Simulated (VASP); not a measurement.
# Fe (I4/mmm) in VASP: notebook

Runs on Fe. Level: PBE. Tasks: single point.

All numbers are computed with VASP 6.6.1; they aren't measurements. Logs are shortened: lines on timing, memory, paths and dates and some standing lists are left out, and cuts for length are marked.

### 1 The cell of the first run

The structure is tetragonal, space group I4/mmm (No. 139). Conventional cell: a = 2.694 Å, b = 2.694 Å, c = 3.128 Å, α = 90.00°, β = 90.00°, γ = 90.00°. Within 3.3 Å of Fe (site symmetry 4/mmm) lie 14 Fe at 2.46 to 3.13 Å.

### 2 Single point, PBE, collinear spin, ferromagnetic start (volume 11.351 Å^3 an atom, c/a of the conventional cell 1.1612)

Input file INCAR:

```
PREC = Accurate
ENCUT = 520
EDIFF = 1E-6
ISMEAR = 0
SIGMA = 0.15
LREAL = F
LASPH = T
NELM = 150
ALGO = Normal
ISIF = 2
LWAVE = F
LCHARG = T
ISPIN = 2
MAGMOM = 2.44
LORBIT = 11
LMAXMIX = 4
GGA = PE
LELF = T
LVHAR = T
NBANDS = 14
```

Input file KPOINTS:

```
regular mesh
0
Gamma
  12 12 12
```

Input file POSCAR:

```
Fe
1.0
   -1.3469720662      1.3469720662      1.5641039633
    1.3469720662     -1.3469720662      1.5641039633
    1.3469720662      1.3469720662     -1.5641039633
Fe
1
Direct
    0.0000000000      0.0000000000      0.0000000000
```

Potentials or basis: VASP PAW PBE potentials, release 64 (Fe).

Launch:

```console
$ cat potpaw_PBE.64/Fe/POTCAR > POTCAR
$ mpirun -np 1 vasp_std > vasp.out
```

OUTCAR:

```text
PREC = Accurate
   ENCUT = 520
   EDIFF = 1E-6
   ISMEAR = 0
   LREAL = F
   LASPH = T
   NELM = 150
   ISIF = 2
   ISPIN = 2
   LORBIT = 11
   GGA = PE

 ion  position               nearest neighbor table
   1  0.000  0.000  0.000-

  LATTYP: Found a body centered tetragonal cell.
 ALAT       =     2.6939441324
 C/A-ratio  =     1.1612000000

  Lattice vectors:

 A1 = (  -1.3469720662,   1.3469720662,   1.5641039633)
 A2 = (   1.3469720662,  -1.3469720662,   1.5641039633)
 A3 = (   1.3469720662,   1.3469720662,  -1.5641039633)

Analysis of symmetry for initial positions (statically):
=====================================================================
 Subroutine PRICEL returns:
 Original cell was already a primitive cell.

 Routine SETGRP: Setting up the symmetry group for a
 body centered tetragonal supercell.

 Subroutine GETGRP returns: Found 16 space group operations
 (whereof 16 operations were pure point group operations)
 out of a pool of 16 trial point group operations.

The static configuration has the point symmetry D_4h.

Analysis of symmetry for dynamics (positions and initial velocities):
=====================================================================
 Subroutine PRICEL returns:
 Original cell was already a primitive cell.

 Routine SETGRP: Setting up the symmetry group for a
 body centered tetragonal supercell.

 Subroutine GETGRP returns: Found 16 space group operations
 (whereof 16 operations were pure point group operations)
 out of a pool of 16 trial point group operations.

The dynamic configuration has the point symmetry D_4h.

Analysis of structural, dynamic, and magnetic symmetry:
=====================================================================
 Subroutine PRICEL returns:
 Original cell was already a primitive cell.

 Routine SETGRP: Setting up the symmetry group for a
 body centered tetragonal supercell.

 Subroutine GETGRP returns: Found 16 space group operations
 (whereof 16 operations were pure point group operations)
 out of a pool of 16 trial point group operations.

The overall configuration has the point symmetry D_4h.

 Subroutine INISYM returns: Found 16 space group operations
 (whereof 16 operations are pure point group operations),
 and found     1 'primitive' translations

----------------------------------------------------------------------------------------

                                     Primitive cell

  volume of cell :      11.3512

  direct lattice vectors                    reciprocal lattice vectors
    -1.346972066  1.346972066  1.564103963     0.000000000  0.371202947  0.319671845
     1.346972066 -1.346972066  1.564103963     0.371202947  0.000000000  0.319671845
     1.346972066  1.346972066 -1.564103963     0.371202947  0.371202947  0.000000000

  length of vectors
     2.464769503  2.464769503  2.464769503     0.489879287  0.489879287  0.524960242

  position of ions in fractional coordinates (direct lattice)
     0.000000000  0.000000000  0.000000000

  ion indices of the primitive-cell ions
   primitive index   ion index
                 1           1

----------------------------------------------------------------------------------------

 KPOINTS: regular mesh

Automatic generation of k-mesh.
 Grid dimensions read from file:
 generate k-points for:   12   12   12

 Generating k-lattice:

  Cartesian coordinates                     Fractional coordinates (reciprocal lattice)
     0.000000000  0.030933579  0.026639320     0.083333333 -0.000000000  0.000000000
     0.030933579  0.000000000  0.026639320    -0.000000000  0.083333333  0.000000000
     0.030933579  0.030933579  0.000000000     0.000000000  0.000000000  0.083333333

  Length of vectors
     0.040823274  0.040823274  0.043746687

  Shift w.r.t. Gamma in fractional coordinates (k-lattice)
     0.000000000  0.000000000  0.000000000

 Subroutine IBZKPT returns following result:
 ===========================================

 Found    163 irreducible k-points:

 Following reciprocal coordinates:
            Coordinates               Weight
  0.000000  0.000000  0.000000      1.000000
  0.083333  0.000000 -0.000000      8.000000
  0.166667  0.000000 -0.000000      8.000000
  0.250000  0.000000 -0.000000      8.000000
  0.333333  0.000000 -0.000000      8.000000
  0.416667  0.000000 -0.000000      8.000000
[... 16 lines left out ...]
  0.500000  0.166667 -0.000000     16.000000
 -0.416667  0.166667 -0.000000     16.000000
 [... further k-points ...]
   k-points           NKPTS =    163   k-points in BZ     NKDIM =    163   number of bands    NBANDS=     14
   number of dos      NEDOS =    301   number of ions     NIONS =      1
   total plane-waves  NPLWV =   5832
   dimension x,y,z NGX =    18 NGY =   18 NGZ =   18
   dimension x,y,z NGXF=    36 NGYF=   36 NGZF=   36
   ions per type =               1
   NGX,Y,Z   is equivalent  to a cutoff of  12.14, 12.14, 12.14 a.u.
   NGXF,Y,Z  is equivalent  to a cutoff of  24.28, 24.28, 24.28 a.u.
 SYSTEM =  unknown system
   PREC   = accura    normal or accurate (medium, high low for compatibility)
   ISTART =      0    job   : 0-new  1-cont  2-samecut
   ICHARG =      2    charge: 1-file 2-atom 10-const
   ISPIN  =      2    spin polarized calculation?
   LNONCOLLINEAR =      F non collinear calculations
   LSORBIT =      F    spin-orbit coupling
   LASPH  =      T    aspherical Exc in radial PAW
   ENCUT  =  520.0 eV  38.22 Ry    6.18 a.u.   4.58  4.58  4.58*2*pi/ulx,y,z
   NELM   =    150;   NELMIN=  2; NELMDL= -5     # of ELM steps
   EDIFF  = 0.1E-05   stopping-criterion for ELM
   LREAL  =      F    real-space projection
[... 7 lines left out ...]
   TEBEG  =    0.0;   TEEND  =   0.0 temperature during run
   PSTRESS=    0.0 pullay stress
   NELECT =       8.0000    total number of electrons
   NUPDOWN=      -1.0000    fix difference up-down
   EMIN   =  10.00;   EMAX   =-10.00  energy-range for DOS
   EFERMI =   0.00;   METHOD = LEGACY
   ISMEAR =     0;   SIGMA  =   0.15  broadening in eV -4-tet -1-fermi 0-gaus
   EFERMI_NEDOS =   21; number of points for ismear=-14 and -15
   IALGO  =     38    algorithm
   IMIX   =      4    mixing-type and parameters
     AMIX     =   0.40;   BMIX     =  1.00
     AMIX_MAG =   1.60;   BMIX_MAG =  1.00
  volume/ion in A,a.u.               =      11.35        76.60
  Fermi-wavevector in a.u.,A,eV,Ry     =   1.456880  2.753105 28.878372  2.122500
  Thomas-Fermi vector in A             =   2.573747
   LORBIT       =     11    0 simple, 1 ext, 2 COOP (PROOUT), +10 PAW based schemes
   GGA     = PE    functional components
   LHFCALC =     F    Hartree Fock is set to
   AEXX    =    0.0000 exact exchange contribution
   IVDW    =     0    specifies the selected vdW correction
   LEPSILON=     F    determine dielectric tensor
   LRPA    =     F    only Hartree local field effects (RPA)
 spin polarized calculation
 Gauss-broadening in eV      SIGMA  =   0.15
  energy-cutoff  :      520.00
  volume of cell :       11.35
 maximum number of plane-waves:       317
   NGX =  9   NGY =  9   NGZ =  9

 number of electron       7.9999996 magnetization       2.2284499

 Free energy of the ion-electron system (eV)
  ---------------------------------------------------
  ext. energy  EPLUGINS =         0.00000000
  ---------------------------------------------------
  free energy    TOTEN  =        -8.19785982 eV

  energy without entropy =       -8.18707599  energy(sigma->0) =       -8.19246791

 E-fermi :   5.8616     XC(G=0): -13.1185

 val. band max:        5.8548300567   @ k =  -0.3333   0.5000   0.2500
 cond. band min:       5.8618384256   @ k =  -0.1667  -0.4167   0.1667
 fundamental gap:      0.0070083689
 Fermi energy:         5.8615919562

 spin component 1

 k-point     1 :       0.0000    0.0000    0.0000
  band No.  band energies     occupation
      1      -2.6124      1.00000
      2       3.4099      1.00000
      3       3.4099      1.00000
      4       4.0342      1.00000
      5       4.2752      1.00000
      6       4.9262      1.00000
      7      29.1063      0.00000
      8      31.7583      0.00000
      9      31.7583      0.00000
     10      35.3076      0.00000
     11      35.5570      0.00000
     12      36.8375      0.00000
     13      36.8375      0.00000
     14      37.1077      0.00000
[... 375 lines left out ...]
 k-point    24 :      -0.4167    0.1667   -0.0000
  band No.  band energies     occupation
      1       1.2326      1.00000
      2       2.7776      1.00000
      3       3.1730      1.00000
      4       4.3432      1.00000
      5       5.3185      1.00000
      6       6.4726      0.00000
      7      17.2795      0.00000
      8      22.5904      0.00000
      9      26.3374      0.00000
     10      30.5846      0.00000
     11      35.5150      0.00000
     12      39.3489      0.00000
     13      41.8780      0.00000
     14      45.9598      0.00000

 [... further k-points ...]

 spin component 2

 k-point     1 :       0.0000    0.0000    0.0000
  band No.  band energies     occupation
      1      -2.4278      1.00000
      2       5.2571      1.00000
      3       5.2571      1.00000
      4       6.2599      0.00009
      5       6.8240      0.00000
      6       7.8582      0.00000
      7      28.8057      0.00000
      8      31.6792      0.00000
      9      31.6792      0.00000
     10      35.7970      0.00000
     11      36.5099      0.00000
     12      36.9405      0.00000
     13      37.4642      0.00000
     14      37.4642      0.00000
[... 375 lines left out ...]
 k-point    24 :      -0.4167    0.1667   -0.0000
  band No.  band energies     occupation
      1       1.9648      1.00000
      2       4.4193      1.00000
      3       4.8434      1.00000
      4       6.8404      0.00000
      5       8.0104      0.00000
      6       8.4100      0.00000
      7      18.1321      0.00000
      8      23.1236      0.00000
      9      26.9370      0.00000
     10      30.8233      0.00000
     11      35.8826      0.00000
     12      39.8663      0.00000
     13      42.2644      0.00000
     14      46.2263      0.00000

 [... further k-points ...]
[... 5 lines left out ...]
  --------------------------------------------------------------------------------------
  -------------------------------------------------------------------------------------
  Total        0.4734476      0.4734476     -0.4991046      0.0000000     -0.0000000      0.0000000
  in kB       66.8251124     66.8251124    -70.4464851      0.0000000     -0.0000000      0.0000000
  external PRESSURE =      21.0679132 kB  Pullay stress =       0.0000000 kB

 VOLUME and BASIS-vectors are now :
 -----------------------------------------------------------------------------
  energy-cutoff  :      520.00
  volume of cell :       11.35
      direct lattice vectors                 reciprocal lattice vectors
    -1.346972066  1.346972066  1.564103963     0.000000000  0.371202947  0.319671845
     1.346972066 -1.346972066  1.564103963     0.371202947  0.000000000  0.319671845
     1.346972066  1.346972066 -1.564103963     0.371202947  0.371202947  0.000000000

 POSITION                                       TOTAL-FORCE (eV/Angst)
 -----------------------------------------------------------------------------------
      0.00000      0.00000      0.00000        -0.000000      0.000000      0.000000
 -----------------------------------------------------------------------------------
    total drift:                                0.000000     -0.000000      0.000000

  FREE ENERGIE OF THE ION-ELECTRON SYSTEM (eV)
  ---------------------------------------------------
  free  energy   TOTEN  =        -8.1978598236 eV

  energy  without entropy=       -8.1870759878  energy(sigma->0) =       -8.19246791

 total charge

# of ion       s       p       d       tot
------------------------------------------
    1        0.491   0.543   6.237   7.271

 magnetization (x)

# of ion       s       p       d       tot
------------------------------------------
    1       -0.014  -0.054   2.292   2.224
```

Run time: 94 s. Hardware: 1 thread of AMD EPYC, shared host; peak memory 0.12 GiB.

Results:

```yaml
Free_energy: -8.1979 eV
Pressure: 2.1 GPa
Net_moment: 2.23 μB per cell
Site_moments: Fe +2.22 μB
Valence_electrons_inside_the_program's_atomic_spheres: Fe 7.27
```

Stress tensor (GPa, compression positive):
```
 6.68  0.00  0.00
 0.00  6.68  0.00
 0.00  0.00 -7.04
```

### 3 Single point, PBE, collinear spin, ferromagnetic start (volume 11.351 Å^3 an atom, c/a of the conventional cell 1.5658)

Input file INCAR:

```
SYSTEM = Fe
PREC = Accurate
ENCUT = 520
EDIFF = 1E-6
ISMEAR = 0
SIGMA = 0.15
LREAL = .False.
LASPH = .True.
NELM = 150
ALGO = Normal
ISIF = 2
LWAVE = .False.
LCHARG = .True.
ISPIN = 2
MAGMOM = 2.44
LORBIT = 11
LMAXMIX = 4
GGA = PE
LELF = .True.
LVHAR = .True.
NBANDS = 14
```

Input file KPOINTS:

```
Automatic mesh
0
Gamma
  12 12 12
  0 0 0
```

Input file POSCAR:

```
Fe
1.0
   -1.2192202544      1.2192202544      1.9090550743
    1.2192202544     -1.2192202544      1.9090550743
    1.2192202544      1.2192202544     -1.9090550743
Fe
1
Direct
    0.0000000000      0.0000000000      0.0000000000
```

Potentials or basis: VASP PAW PBE potentials, release 64 (Fe).

Launch:

```console
$ cat potpaw_PBE.64/Fe/POTCAR > POTCAR
$ mpirun -np 1 vasp_std > vasp.out
```

OUTCAR:

```text
SYSTEM = Fe
   PREC = Accurate
   ENCUT = 520
   EDIFF = 1E-6
   ISMEAR = 0
   LREAL = .False.
   LASPH = .True.
   NELM = 150
   ISIF = 2
   ISPIN = 2
   LORBIT = 11
   GGA = PE

 ion  position               nearest neighbor table
   1  0.000  0.000  0.000-

  LATTYP: Found a body centered tetragonal cell.
 ALAT       =     2.4384405088
 C/A-ratio  =     1.5658000000

  Lattice vectors:

 A1 = (  -1.2192202544,   1.2192202544,   1.9090550743)
 A2 = (   1.2192202544,  -1.2192202544,   1.9090550743)
 A3 = (   1.2192202544,   1.2192202544,  -1.9090550743)

Analysis of symmetry for initial positions (statically):
=====================================================================
 Subroutine PRICEL returns:
 Original cell was already a primitive cell.

 Routine SETGRP: Setting up the symmetry group for a
 body centered tetragonal supercell.

 Subroutine GETGRP returns: Found 16 space group operations
 (whereof 16 operations were pure point group operations)
 out of a pool of 16 trial point group operations.

The static configuration has the point symmetry D_4h.
[... 597 lines left out ...]
      2       4.9559      1.00000
      3       6.0828      0.05849
      4       6.0829      0.05844
      5       6.7723      0.00000
      6       7.9039      0.00000
      7      28.1807      0.00000
      8      31.5608      0.00000
      9      33.9221      0.00000
     10      33.9221      0.00000
     11      36.3098      0.00000
     12      36.3098      0.00000
     13      37.1040      0.00000
     14      37.1293      0.00000
[... 379 lines left out ...]
      3       5.5829      0.99917
      4       6.2838      0.00027
      5       8.1809      0.00000
      6       8.5467      0.00000
      7      17.2098      0.00000
      8      25.0718      0.00000
      9      26.4571      0.00000
     10      29.1911      0.00000
     11      36.3098      0.00000
     12      39.0649      0.00000
     13      40.8222      0.00000
     14      45.8963      0.00000

 [... further k-points ...]
[... 5 lines left out ...]
  --------------------------------------------------------------------------------------
  -------------------------------------------------------------------------------------
  Total        0.1380180      0.1380180      0.8343617      0.0000000     -0.0000000     -0.0000000
  in kB       19.4806517     19.4806517    117.7666083      0.0000000     -0.0000000     -0.0000000
  external PRESSURE =      52.2426372 kB  Pullay stress =       0.0000000 kB

 VOLUME and BASIS-vectors are now :
 -----------------------------------------------------------------------------
  energy-cutoff  :      520.00
  volume of cell :       11.35
      direct lattice vectors                 reciprocal lattice vectors
    -1.219220254  1.219220254  1.909055074     0.000000000  0.410098174  0.261909678
     1.219220254 -1.219220254  1.909055074     0.410098174  0.000000000  0.261909678
     1.219220254  1.219220254 -1.909055074     0.410098174  0.410098174  0.000000000

 POSITION                                       TOTAL-FORCE (eV/Angst)
 -----------------------------------------------------------------------------------
      0.00000      0.00000      0.00000         0.000000      0.000000      0.000000
 -----------------------------------------------------------------------------------
    total drift:                                0.000000     -0.000000     -0.000000

  FREE ENERGIE OF THE ION-ELECTRON SYSTEM (eV)
  ---------------------------------------------------
  free  energy   TOTEN  =        -8.1185455895 eV

  energy  without entropy=       -8.1078195555  energy(sigma->0) =       -8.11318257

 total charge

# of ion       s       p       d       tot
------------------------------------------
    1        0.493   0.543   6.239   7.275

 magnetization (x)

# of ion       s       p       d       tot
------------------------------------------
    1       -0.016  -0.050   2.351   2.285
```

stdout:

```text
POSCAR found type information on POSCAR Fe
 POSCAR found :  1 types and       1 ions
 scaLAPACK will be used
 LDA part: xc-table for (Slater+PW92), standard interpolation
 POSCAR, INCAR and KPOINTS ok, starting setup
 FFT: planning ... GRIDC
 FFT: planning ... GRID_SOFT
 FFT: planning ... GRID
 WAVECAR not read
 entering main loop
```

Wall time 2 min (1 thread of AMD EPYC, shared host); peak memory 0.13 GiB.

Results:

```
Free energy                                           : -8.1185 eV
Pressure                                              : 5.2 GPa
Net moment                                            : 2.29 μB per cell
Site moments                                          : Fe +2.29 μB
Valence electrons inside the program's atomic spheres : Fe 7.28
```

Levels at points of the mesh, in eV from the Fermi level:
Spin up:
```tsv
k point	band 2	band 3	band 4	band 5	band 6	band 7	band 8	band 9
(0.00, 0.00, 0.00)	-2.66	-2.10	-2.10	-1.60	-0.99	22.58	25.71	27.45
(0.50, 0.00, 0.00)	-2.75	-2.24	-0.44	-0.05	0.00	6.73	19.92	24.43
(0.50, 0.50, 0.00)	-4.44	-0.40	-0.29	0.52	3.56	10.79	13.96	14.27
(0.50, 0.50, 0.50)	-4.24	-0.45	-0.05	-0.05	1.26	8.34	16.41	16.41
```
Spin down:
```csv
k point,band 1,band 2,band 3,band 4,band 5,band 6,band 7,band 8
"(0.00, 0.00, 0.00)",-8.33,-0.96,0.17,0.17,0.86,1.99,22.26,25.64
"(0.50, 0.00, 0.00)",-3.69,-0.73,0.13,0.32,2.26,2.37,8.19,19.88
"(0.50, 0.50, 0.00)",-3.42,-2.66,2.24,2.30,2.56,3.80,12.19,14.29
"(0.50, 0.50, 0.50)",-3.64,-2.81,1.46,2.52,2.52,2.61,9.76,16.92
```
